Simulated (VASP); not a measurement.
# ZrB6 (P6/mmm) in VASP: notebook, part 2 of 2

VASP 6.6.1. The steps go on from the part before.

### 4 Relaxation of cell and atoms, PBE

This run uses another cell than the first one, of 11.84 Å³/atom, 1.008 times its volume.

INCAR

```
PREC = Accurate ; ENCUT = 500
EDIFF = 1E-7 ; ISMEAR = 0
SIGMA = 0.1 ; LREAL = False
LASPH = True ; NELM = 120
ALGO = Normal ; ISIF = 3
LWAVE = False ; LCHARG = False
GGA = PE ; IBRION = 2
NSW = 100 ; EDIFFG = -0.01
GGA_COMPAT = False ; NELMIN = 4
```

KPOINTS

```
regular mesh
0
Gamma
  9 9 12
```

POSCAR

```
ZrB6
1.0
    5.5185235817      0.0000000000      0.0000000000
   -2.7592617908      4.7791816131      0.0000000000
    0.0000000000      0.0000000000      3.1414502459
Zr B
1 6
Direct
    0.0000000000      0.0000000000      0.0000000000
    0.2290159935      0.4580319869      0.0000000000
    0.5419680131      0.7709840065      0.0000000000
    0.2290159935      0.7709840065      0.0000000000
    0.7709840065      0.5419680131      0.0000000000
    0.4580319869      0.2290159935      0.0000000000
    0.7709840065      0.2290159935      0.0000000000
```

Potentials or basis: VASP PAW PBE potentials, release 64 (Zr_sv, B).

Command:

```
> cat potpaw_PBE.64/Zr_sv/POTCAR potpaw_PBE.64/B/POTCAR > POTCAR
> mpirun -np 1 vasp_std > vasp.out
```

OUTCAR:

```text
PREC = Accurate
   ENCUT = 500
   EDIFF = 1E-7
   ISMEAR = 0
   LREAL = False
   LASPH = True
   NELM = 120
   ISIF = 3
   GGA = PE
   IBRION = 2
   NSW = 100
   EDIFFG = -0.01
   NELMIN = 4

 ion  position               nearest neighbor table
   1  0.000  0.000  0.000-   2 2.19   5 2.19   3 2.19   6 2.19   4 2.19   7 2.19
   2  0.229  0.458  0.000-   4 1.73   3 1.73   1 2.19
   3  0.542  0.771  0.000-   2 1.73   4 1.73   1 2.19
   4  0.229  0.771  0.000-   2 1.73   3 1.73   1 2.19
   5  0.771  0.542  0.000-   7 1.73   6 1.73   1 2.19
   6  0.458  0.229  0.000-   5 1.73   7 1.73   1 2.19
   7  0.771  0.229  0.000-   5 1.73   6 1.73   1 2.19

  LATTYP: Found a hexagonal cell.
 ALAT       =     5.5185235817
 C/A-ratio  =     0.5692555625

  Lattice vectors:

 A1 = (   5.5185235817,   0.0000000000,   0.0000000000)
 A2 = (  -2.7592617908,   4.7791816131,   0.0000000000)
 A3 = (   0.0000000000,   0.0000000000,   3.1414502459)

Analysis of symmetry for initial positions (statically):
=====================================================================
 Subroutine PRICEL returns:
 Original cell was already a primitive cell.

 Routine SETGRP: Setting up the symmetry group for a
 hexagonal supercell.

 Subroutine GETGRP returns: Found 24 space group operations
 (whereof 24 operations were pure point group operations)
 out of a pool of 24 trial point group operations.

The static configuration has the point symmetry D_6h.

Analysis of symmetry for dynamics (positions and initial velocities):
=====================================================================
 Subroutine PRICEL returns:
 Original cell was already a primitive cell.

 Routine SETGRP: Setting up the symmetry group for a
 hexagonal supercell.

 Subroutine GETGRP returns: Found 24 space group operations
 (whereof 24 operations were pure point group operations)
 out of a pool of 24 trial point group operations.

The dynamic configuration has the point symmetry D_6h.

 Subroutine INISYM returns: Found 24 space group operations
[... 135 lines left out ...]
   IVDW    =     0    specifies the selected vdW correction
   LEPSILON=     F    determine dielectric tensor
   LRPA    =     F    only Hartree local field effects (RPA)
 conjugate gradient relaxation of ions
 non-spin polarized calculation
 Gauss-broadening in eV      SIGMA  =   0.10
  energy-cutoff  :      500.00
  volume of cell :       82.85
 maximum number of plane-waves:      2124
   NGX = 21   NGY = 21   NGZ = 11

--------------------------------------- Ionic step        1  -------------------------------------------

 number of electron      30.0000000 magnetization

 Free energy of the ion-electron system (eV)
  ---------------------------------------------------
  ext. energy  EPLUGINS =         0.00000000
  ---------------------------------------------------
  free energy    TOTEN  =       -39.16647507 eV

  energy without entropy =      -39.15313039  energy(sigma->0) =      -39.15980273

------------------------ aborting loop because EDIFF is reached ----------------------------------------

  FORCE on cell =-STRESS in cart. coord.  units (eV):
  Direction    XX          YY          ZZ          XY          YZ          ZX
  --------------------------------------------------------------------------------------
  -------------------------------------------------------------------------------------
  Total        0.0214306      0.0214306     -0.3288450      0.0000000      0.0000000      0.0000000
  in kB        0.4144182      0.4144182     -6.3590929      0.0000000      0.0000000      0.0000000
  external PRESSURE =      -1.8434188 kB  Pullay stress =       0.0000000 kB
[... 233 lines left out ...]
--------------------------------------- Ionic step        7  -------------------------------------------

 number of electron      29.9999999 magnetization

 Free energy of the ion-electron system (eV)
  ---------------------------------------------------
  ext. energy  EPLUGINS =         0.00000000
  ---------------------------------------------------
  free energy    TOTEN  =       -39.16827924 eV

  energy without entropy =      -39.15582881  energy(sigma->0) =      -39.16205403

 E-fermi :   4.9357     XC(G=0): -10.5434

 val. band max:        4.9306547735   @ k =   0.1111   0.1111   0.1667
 cond. band min:       4.9361748968   @ k =   0.3333   0.1111   0.0833
 fundamental gap:      0.0055201233
 Fermi energy:         4.9356517984

 k-point     1 :       0.0000    0.0000    0.0000
  band No.  band energies     occupation
      1     -42.4727      2.00000
      2     -20.9679      2.00000
      3     -20.9679      2.00000
      4     -20.2689      2.00000
      5      -7.7801      2.00000
      6      -5.0807      2.00000
[... 505 lines left out ...]
      6      -6.5959      2.00000
[... 11 lines left out ...]
     18       6.2922      0.00000
     19       8.3091      0.00000

 [... further k-points ...]

------------------------ aborting loop because EDIFF is reached ----------------------------------------

  FORCE on cell =-STRESS in cart. coord.  units (eV):
  Direction    XX          YY          ZZ          XY          YZ          ZX
  --------------------------------------------------------------------------------------
  -------------------------------------------------------------------------------------
  Total        0.0036537      0.0036537     -0.0001447      0.0000000     -0.0000000      0.0000000
  in kB        0.0712625      0.0712625     -0.0028218      0.0000000     -0.0000000      0.0000000
  external PRESSURE =       0.0465677 kB  Pullay stress =       0.0000000 kB
[... 22 lines left out ...]
  FREE ENERGIE OF THE ION-ELECTRON SYSTEM (eV)
  ---------------------------------------------------
  free  energy   TOTEN  =       -39.1682792388 eV

  energy  without entropy=      -39.1558288135  energy(sigma->0) =      -39.16205403

 reached required accuracy - stopping structural energy minimisation
```

OSZICAR:

```text
N       E                     dE             d eps       ncg     rms          rms(c)
DAV:   1     0.156337874757E+03    0.15634E+03   -0.14352E+04  3192   0.142E+03
DAV:   2    -0.283476892097E+02   -0.18469E+03   -0.17887E+03  3980   0.306E+02
DAV:   3    -0.404814587211E+02   -0.12134E+02   -0.11545E+02  5534   0.640E+01
[... 66 lines left out ...]
DAV:   3    -0.391682756019E+02    0.56436E-04   -0.20991E-04  4447   0.985E-02    0.231E-02
DAV:   4    -0.391682779821E+02   -0.23801E-05   -0.18267E-05  4915   0.215E-02    0.156E-02
DAV:   5    -0.391682796042E+02   -0.16221E-05   -0.79731E-06  5026   0.125E-02    0.418E-03
DAV:   6    -0.391682792430E+02    0.36119E-06   -0.93093E-07  4884   0.546E-03    0.102E-03
DAV:   7    -0.391682792388E+02    0.41748E-08   -0.62437E-08  1870   0.185E-03
   7 F= -.39168279E+02 E0= -.39162054E+02  d E =-.153444E-03
```

CONTCAR:

```text
ZrB6
   1.00000000000000
     5.5205642225889235    0.0000000000000213    0.0000000000000000
    -2.7602821112444258    4.7809488599497598   -0.0000000000000000
    -0.0000000000000000    0.0000000000000000    3.1123508728448241
  Zr              B
     1     6
Direct
     0.0000000000000000    0.0000000000000000    0.0000000000000000
     0.2291673889354870    0.4583347777709721    0.0000000000000000
     0.5416652222290280    0.7708326110645132    0.0000000000000000
     0.2291673889354870    0.7708326110645132    0.0000000000000000
     0.7708326110645132    0.5416652222290280    0.0000000000000000
     0.4583347777709721    0.2291673889354870    0.0000000000000000
     0.7708326110645132    0.2291673889354870    0.0000000000000000

  0.00000000E+00  0.00000000E+00  0.00000000E+00
  0.00000000E+00  0.00000000E+00  0.00000000E+00
  0.00000000E+00  0.00000000E+00  0.00000000E+00
  0.00000000E+00  0.00000000E+00  0.00000000E+00
  0.00000000E+00  0.00000000E+00  0.00000000E+00
  0.00000000E+00  0.00000000E+00  0.00000000E+00
  0.00000000E+00  0.00000000E+00  0.00000000E+00
```

Wall time 5.3 min (1 thread of Intel Xeon 6975P-C (Granite Rapids), shared host); peak memory 0.27 GiB.

Results:

```yaml
Free_energy: -39.1683 eV
Relaxed_volume: 11.74 Å³/atom
Relaxed_cell: a = 5.521 Å, b = 5.521 Å, c = 3.112 Å, α = 90.00°, β = 90.00°, γ = 120.00°
Space_group_after_relaxing_to_0.05_Å: P6/mmm (No. 191)
Energy_gained_by_relaxing: 0.3 meV/atom
Ionic_steps: 7
Pressure_after_relaxing: 0.0 GPa
Band_gap_on_the_k_mesh: zero (band 15 reaches 5.60 eV, above the bottom of band 16 at 3.97 eV)
```

The path:
```tsv
step	energy change (eV)	largest force (eV/Å)	pressure (GPa)	volume (Å³)
1	0.0000	0.0486	-0.18	82.85
2	-0.0008	0.0361	-0.09	82.69
3	-0.0008	0.0415	-0.09	82.68
4	-0.0014	0.0243	-0.18	82.51
5	-0.0017	0.0070	-0.26	82.35
6	-0.0017	0.0038	0.17	82.02
7	-0.0018	0.0004	0.00	82.15
```

Final structure:
```yaml
crystal:
  lattice:
    - [5.52056, 0.00000, 0.00000]
    - [-2.76028, 4.78095, 0.00000]
    - [0.00000, 0.00000, 3.11235]
  atoms:
    - { symbol: Zr, position: [0.00000, 0.00000, 0.00000] }
    - { symbol: B, position: [0.22917, 0.45833, 0.00000] }
    - { symbol: B, position: [0.54167, 0.77083, 0.00000] }
    - { symbol: B, position: [0.22917, 0.77083, 0.00000] }
    - { symbol: B, position: [0.77083, 0.54167, 0.00000] }
    - { symbol: B, position: [0.45833, 0.22917, 0.00000] }
    - { symbol: B, position: [0.77083, 0.22917, 0.00000] }
```

Levels at points of the mesh, in eV from the Fermi level:
```
           k point  band 13  band 14  band 15  band 16  band 17  band 18
(0.00, 0.00, 0.00)    -0.62     0.26     0.26     1.92     2.00     2.00
(0.00, 0.00, 0.50)    -1.77    -1.70    -1.70     0.67     0.67     1.17
```

### 5 Overview

| task | cell | k mesh | gap on the mesh (eV) | pressure (GPa) |
| --- | --- | --- | --- | --- |
| single point | a = 5.520, b = 5.520, c = 3.115 Å, angles 90.0, 90.0, 120.0°, 7 atoms | 9 × 9 × 12 | none | 0.0 |
| relaxation of cell and atoms | relaxed from a = 5.519, b = 5.519, c = 3.141 Å, angles 90.0, 90.0, 120.0°, 7 atoms | 6 × 6 × 6 | none | 0.0 |
| relaxation of cell and atoms | relaxed from a = 5.519, b = 5.519, c = 3.141 Å, angles 90.0, 90.0, 120.0°, 7 atoms | 9 × 9 × 12 | none | 0.0 |

Alike in all rows: level PBE; potentials or basis VASP PAW PBE potentials, release 64 (Zr_sv, B); no spin polarisation; cutoff (eV) 500; smearing gaussian 0.1 eV.

Caveats: the relaxation stopped at its first step, so nothing moved (some runs).

Absolute energies hang on the potentials; compare differences alone.
